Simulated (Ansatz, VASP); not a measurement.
# Zn2GeN3: VASP beside Ansatz

```
Zn Ge N
1.0
     2.51669   -4.87940    0.00000
     2.51669    4.87940    0.00000
     0.00000    0.00000    3.06960
Zn Ge N
2 1 3
Direct
  0.00000 0.50000 0.50000
  0.50000 0.00000 0.50000
  0.50000 0.50000 0.00000
  0.31758 0.68242 0.00000
  0.68242 0.31758 0.00000
  0.00000 0.00000 0.50000
```

Change from the starting cell: species swapped into the CeAl2Cu3 type (Cmmm, No. 65).

Alike in both runs: functional PBE; k mesh 4 × 4 × 4; occupations gaussian, width 0.1 eV; no spin polarisation.

Ansatz relaxed the structure, and its values are those at the end. VASP's run is a single point on that final structure, the one shown.

|  | VASP | Ansatz |
| --- | --- | --- |
| version | VASP 6.6.1 | Ansatz 0.2.0 |
| potentials or method | VASP PAW PBE potentials, release 64 (Zn, Ge_d, N), cutoff 520 eV | scalar-relativistic, plane waves, PAW |
| valence electrons in the cell | 53 | 53 |

|  | VASP | Ansatz | Ansatz less VASP |
| --- | --- | --- | --- |
| gap on the k mesh at the Fermi level (eV) | none | none | - |
| pressure (GPa) | 0.3 | 0.0 | -0.27 |
| rms of the force components (eV/Å) | 0.029 | 0.005 | -0.0242 |

A gap of «none» marks a metal or a gap that the smearing closes. With one functional, cell and mesh, what is left measures potentials, basis and numerics.

The k mesh is coarse, so the values compare programs but aren't converged.
